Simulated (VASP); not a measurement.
# CdS (F-43m) in VASP: single point with PBE

Aim: the single point of CdS with PBE.

Everything below comes from runs of VASP 6.6.1. Logs are shortened: lines on timing, memory, paths and dates and some standing lists are left out, and cuts for length are marked.

### Step 1. The cell of the first run

Symmetry: F-43m, No. 216, cubic system. The conventional cell has a = 5.926 Å, b = 5.926 Å, c = 5.926 Å, α = 90.00°, β = 90.00°, γ = 90.00°. Within 3.4 Å of Cd (site symmetry -43m) lie 4 S at 2.57 Å. Within 3.4 Å of S (site symmetry -43m) lie 4 Cd at 2.57 Å.

### Step 2. Single point, PBE, non-collinear spin, zero start, spin-orbit coupling

Input file POSCAR:

```
CdS
1.0
    0.0000000000      2.9632113921      2.9632113921
    2.9632113921      0.0000000000      2.9632113921
    2.9632113921      2.9632113921      0.0000000000
Cd S
1 1
Direct
    0.0000000000      0.0000000000      0.0000000000
    0.2500000000      0.2500000000      0.2500000000
```

Input file INCAR.step1:

```
SYSTEM = CdS
PREC     = Accurate       ! precision mode
ENCUT    = 400            ! plane-wave cutoff, eV
EDIFF    = 1E-6           ! SCF threshold, eV
ISMEAR   = 0              ! smearing method
SIGMA    = 0.02           ! smearing width, eV
LREAL    = .FALSE.        ! projectors in reciprocal space
LASPH    = .TRUE.         ! aspherical terms in the spheres
NELM     = 200            ! most SCF steps
ALGO     = Normal         ! electronic algorithm
ISIF     = 2              ! what is computed and relaxed
LWAVE    = .FALSE.        ! write WAVECAR
LCHARG   = .TRUE.         ! write CHGCAR
MAGMOM   = 0 0 0 0 0 0    ! initial moments
LSORBIT  = .TRUE.         ! spin-orbit coupling
GGA_COMPAT= .FALSE.      
LORBMOM  = .TRUE.       
GGA      = PE             ! functional
NBANDS   = 30             ! bands
NEDOS    = 2001           ! points of the DOS
LORBIT   = 11             ! projections on sites
```

Input file KPOINTS.step1:

```
regular mesh
0
G
  8 8 8
  0 0 0
```

Input file INCAR.step2:

```
SYSTEM = CdS
PREC     = Accurate       ! precision mode
ENCUT    = 400            ! plane-wave cutoff, eV
EDIFF    = 1E-6           ! SCF threshold, eV
ISMEAR   = -5             ! smearing method
SIGMA    = 0.02           ! smearing width, eV
LREAL    = .FALSE.        ! projectors in reciprocal space
LASPH    = .TRUE.         ! aspherical terms in the spheres
NELM     = 200            ! most SCF steps
ALGO     = Normal         ! electronic algorithm
ISIF     = 2              ! what is computed and relaxed
LWAVE    = .FALSE.        ! write WAVECAR
LCHARG   = .FALSE.        ! write CHGCAR
MAGMOM   = 0 0 0 0 0 0    ! initial moments
LORBIT   = 11             ! projections on sites
LSORBIT  = .TRUE.         ! spin-orbit coupling
GGA_COMPAT= .FALSE.      
LORBMOM  = .TRUE.       
GGA      = PE             ! functional
NEDOS    = 2001           ! points of the DOS
ICHARG   = 11             ! starting density
```

Input file KPOINTS.step2:

```
regular mesh
0
G
  12 12 12
  0 0 0
```

Potentials or basis: VASP PAW PBE potentials, release 64 (Cd, S).

On the command line:

```bash
> cat potpaw_PBE.64/Cd/POTCAR potpaw_PBE.64/S/POTCAR > POTCAR
> cp INCAR.step1 INCAR
> cp KPOINTS.step1 KPOINTS
> mpirun -np 1 vasp_ncl > vasp.out
> cp INCAR.step2 INCAR
> cp KPOINTS.step2 KPOINTS
> mpirun -np 1 vasp_ncl > vasp.out
```

OUTCAR:

```text
SYSTEM = CdS
   PREC = Accurate
   ENCUT = 400
   EDIFF = 1E-6
   ISMEAR = -5
   LREAL = .FALSE.
   LASPH = .TRUE.
   NELM = 200
   ISIF = 2
   LORBIT = 11
   LSORBIT = .TRUE.
   GGA = PE
   ICHARG = 11

 ion  position               nearest neighbor table
   1  0.000  0.000  0.000-   2 2.57   2 2.57   2 2.57   2 2.57
   2  0.250  0.250  0.250-   1 2.57   1 2.57   1 2.57   1 2.57

  LATTYP: Found a face centered cubic cell.
 ALAT       =     5.9264227842

  Lattice vectors:

 A1 = (   0.0000000000,   2.9632113921,   2.9632113921)
 A2 = (   2.9632113921,   0.0000000000,   2.9632113921)
 A3 = (   2.9632113921,   2.9632113921,   0.0000000000)

Analysis of symmetry for initial positions (statically):
=====================================================================
 Subroutine PRICEL returns:
 Original cell was already a primitive cell.

 Routine SETGRP: Setting up the symmetry group for a
 face centered cubic supercell.

 Subroutine GETGRP returns: Found 24 space group operations
 (whereof 24 operations were pure point group operations)
 out of a pool of 48 trial point group operations.

The static configuration has the point symmetry T_d .

Analysis of symmetry for dynamics (positions and initial velocities):
=====================================================================
 Subroutine PRICEL returns:
 Original cell was already a primitive cell.

 Routine SETGRP: Setting up the symmetry group for a
 face centered cubic supercell.

 Subroutine GETGRP returns: Found 24 space group operations
 (whereof 24 operations were pure point group operations)
 out of a pool of 48 trial point group operations.

The dynamic configuration has the point symmetry T_d .

Analysis of structural, dynamic, and magnetic symmetry:
=====================================================================
 Subroutine PRICEL returns:
 Original cell was already a primitive cell.

 Routine SETGRP: Setting up the symmetry group for a
 face centered cubic supercell.

 Subroutine GETGRP returns: Found 24 space group operations
 (whereof 24 operations were pure point group operations)
 out of a pool of 48 trial point group operations.

The overall configuration has the point symmetry T_d .

 Subroutine INISYM returns: Found 24 space group operations
 (whereof 24 operations are pure point group operations),
 and found     1 'primitive' translations

----------------------------------------------------------------------------------------

[... 869 lines left out ...]
    total drift:                                0.000000      0.000000      0.000000

  FREE ENERGIE OF THE ION-ELECTRON SYSTEM (eV)
  ---------------------------------------------------
  free  energy   TOTEN  =        -6.1740072242 eV

  energy  without entropy=       -6.1740072242  energy(sigma->0) =       -6.17400722

 orbital moment (x)

 # of ion     p       d       tot
 ----------------------------------------
  1         0.000   0.000   0.000
  2         0.000   0.000   0.000
 ----------------------------------------
            0.000   0.000   0.000

 orbital moment (y)

 # of ion     p       d       tot
 ----------------------------------------
  1        -0.000  -0.000  -0.000
  2         0.000   0.000   0.000
 ----------------------------------------
            0.000  -0.000  -0.000

 orbital moment (z)

 # of ion     p       d       tot
 ----------------------------------------
  1         0.000  -0.000  -0.000
  2         0.000   0.000   0.000
 ----------------------------------------
            0.000  -0.000  -0.000

 Spin-Orbit-Coupling matrix elements

 Ion:    1  E_soc:     -0.0557524
 l=   1
     0.0000000    -0.0023266    -0.0023266
    -0.0023266     0.0000000    -0.0023266
    -0.0023266    -0.0023266     0.0000000
 l=   2
     0.0000000    -0.0014181     0.0000000    -0.0014181    -0.0055474
    -0.0014181     0.0000000    -0.0041605    -0.0014181    -0.0013868
     0.0000000    -0.0041605     0.0000000    -0.0041605     0.0000000
    -0.0014181    -0.0014181    -0.0041605     0.0000000    -0.0013868
    -0.0055474    -0.0013868     0.0000000    -0.0013868     0.0000000
 l=   3
     0.0000000     0.0000000     0.0000000     0.0000000     0.0000000     0.0000000     0.0000000
     0.0000000     0.0000000     0.0000000     0.0000000     0.0000000     0.0000000     0.0000000
     0.0000000     0.0000000     0.0000000     0.0000000     0.0000000     0.0000000     0.0000000
     0.0000000     0.0000000     0.0000000     0.0000000     0.0000000     0.0000000     0.0000000
     0.0000000     0.0000000     0.0000000     0.0000000     0.0000000     0.0000000     0.0000000
     0.0000000     0.0000000     0.0000000     0.0000000     0.0000000     0.0000000     0.0000000
     0.0000000     0.0000000     0.0000000     0.0000000     0.0000000     0.0000000     0.0000000

 Ion:    2  E_soc:     -0.0021422
 l=   1
     0.0000000    -0.0003570    -0.0003570
    -0.0003570     0.0000000    -0.0003570
    -0.0003570    -0.0003570     0.0000000
 l=   2
     0.0000000     0.0000000     0.0000000     0.0000000     0.0000000
     0.0000000     0.0000000     0.0000000     0.0000000     0.0000000
     0.0000000     0.0000000     0.0000000     0.0000000     0.0000000
     0.0000000     0.0000000     0.0000000     0.0000000     0.0000000
     0.0000000     0.0000000     0.0000000     0.0000000     0.0000000
 l=   3
     0.0000000     0.0000000     0.0000000     0.0000000     0.0000000     0.0000000     0.0000000
     0.0000000     0.0000000     0.0000000     0.0000000     0.0000000     0.0000000     0.0000000
     0.0000000     0.0000000     0.0000000     0.0000000     0.0000000     0.0000000     0.0000000
     0.0000000     0.0000000     0.0000000     0.0000000     0.0000000     0.0000000     0.0000000
     0.0000000     0.0000000     0.0000000     0.0000000     0.0000000     0.0000000     0.0000000
     0.0000000     0.0000000     0.0000000     0.0000000     0.0000000     0.0000000     0.0000000
     0.0000000     0.0000000     0.0000000     0.0000000     0.0000000     0.0000000     0.0000000

 total charge

# of ion       s       p       d       tot
------------------------------------------
    1        0.418   0.301   9.560  10.279
    2        1.325   2.380   0.000   3.706
--------------------------------------------------
tot          1.744   2.681   9.560  13.985

 magnetization (x)

# of ion       s       p       d       tot
------------------------------------------
    1        0.000   0.000   0.000   0.000
    2        0.000   0.000   0.000   0.000
--------------------------------------------------
tot          0.000   0.000   0.000   0.000

 magnetization (y)

# of ion       s       p       d       tot
------------------------------------------
    1       -0.000   0.000  -0.000  -0.000
    2       -0.000   0.000   0.000  -0.000
--------------------------------------------------
tot         -0.000   0.000  -0.000  -0.000

 magnetization (z)

# of ion       s       p       d       tot
------------------------------------------
    1       -0.000  -0.000  -0.000  -0.000
    2       -0.000  -0.000   0.000  -0.000
--------------------------------------------------
tot         -0.000  -0.000  -0.000  -0.000
```

Run time: 4.4 min. Hardware: 1 thread of Intel Xeon Platinum 8259CL at 2.50GHz (Skylake/Cascade Lake), shared host; peak memory 0.33 GiB.

Results:

* Net moment: 0.00 μB per cell
* Valence electrons inside the program's atomic spheres: Cd 10.28; S 3.71

Moments on the atoms (μB; x, y, z):
```
Cd  0.00 0.00 0.00
S   0.00 0.00 0.00
```
